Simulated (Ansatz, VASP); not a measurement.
Two plane-wave programs on NaCl

POSCAR

```
NaCl
1.0
    0.0560539768      2.8587528159      2.8587528159
    2.8587528159      0.0560539768      2.8587528159
    2.8587528159      2.8587528159      0.0560539768
Na Cl
1 1
Direct
    0.0000000000      0.0000000000      0.0000000000
    0.5000000000      0.5000000000      0.5000000000
```

File INCAR.step1:

```
SYSTEM = NaCl
PREC     = Accurate       ! precision mode
ENCUT    = 520            ! plane-wave cutoff, eV
ISMEAR   = 0              ! smearing method
SIGMA    = 0.01           ! smearing width, eV
LREAL    = .False.        ! projectors in reciprocal space
LASPH    = .True.         ! aspherical terms in the spheres
NELM     = 80             ! most SCF steps
NBANDS   = 14             ! bands
GGA      = PE             ! functional
ALGO     = Normal         ! electronic algorithm
EDIFF    = 1E-4           ! SCF threshold, eV
LWAVE    = .True.         ! write WAVECAR
LCHARG   = .False.        ! write CHGCAR
```

The input INCAR.step2:

```
SYSTEM = NaCl
PREC     = Accurate       ! precision mode
ENCUT    = 520            ! plane-wave cutoff, eV
EDIFF    = 1E-6           ! SCF threshold, eV
ISMEAR   = 0              ! smearing method
SIGMA    = 0.01           ! smearing width, eV
LREAL    = .False.        ! projectors in reciprocal space
LASPH    = .True.         ! aspherical terms in the spheres
NELM     = 80             ! most SCF steps
ALGO     = Normal         ! electronic algorithm
ISIF     = 2              ! what is computed and relaxed
LWAVE    = .False.        ! write WAVECAR
LCHARG   = .False.        ! write CHGCAR
METAGGA  = R2SCAN         ! meta-GGA
LMIXTAU  = .True.       
NBANDS   = 14             ! bands
ISTART   = 1
```

The input KPOINTS:

```
Automatic mesh
0
Gamma
  8 8 8
  0 0 0
```

Input for Ansatz:

```yaml
crystal:
  lattice:
    - [0.0560539768, 2.8587528159, 2.8587528159]
    - [2.8587528159, 0.0560539768, 2.8587528159]
    - [2.8587528159, 2.8587528159, 0.0560539768]
  atoms:
    - { symbol: Na, position: [0.0, 0.0, 0.0] }
    - { symbol: Cl, position: [0.5, 0.5, 0.5] }
kpoints:
  mp_grid: { grid: [8, 8, 8] }
  band_path:
    path:
      - [0.0, 0.0, 0.0]
      - [0.5, 0.0, 0.5]
      - [0.625, 0.25, 0.625]
      - [0.375, 0.375, 0.75]
      - [0.5, 0.5, 0.5]
      - [0.5, 0.25, 0.75]
    npoints: 1
hamiltonian:
  xc: r2scan
scf:
  occupations: { method: fixed }
  n_extra_bands: 4
output:
  forces: true
  stress: true
  eigenvalues: true
```

Change from the starting cell: shear_111 strain +3.0%.

Alike in both runs: task single point; functional r2SCAN; k mesh 8 × 8 × 8; no spin polarisation.

|  | VASP | Ansatz |
| --- | --- | --- |
| version | VASP 6.6.1 | Ansatz 0.2.0 |
| potentials or method | VASP PAW PBE potentials, release 64 (Na_pv, Cl) | plane waves, PAW |
| plane-wave cutoff (eV) | 520 | 500 |
| occupations | gaussian, width 0.01 eV | fixed |
| valence electrons in the cell | 14 | 16 |

Ansatz gave:

* gap on the k mesh at the Fermi level (eV): 5.81
* pressure (GPa): -0.7
* traceless stress, the component that is largest in VASP (GPa): -0.28

**Question.** Estimate VASP's values.

**Answer.** gap on the k mesh at the Fermi level (eV): 5.83; pressure (GPa): -0.9; traceless stress, the component that is largest in VASP (GPa): -0.27.

VASP's potentials were made for PBE, not for r2SCAN. VASP's potentials hold 14 valence electrons a cell and Ansatz's 16, so a difference there can come from the potentials and not from the codes.
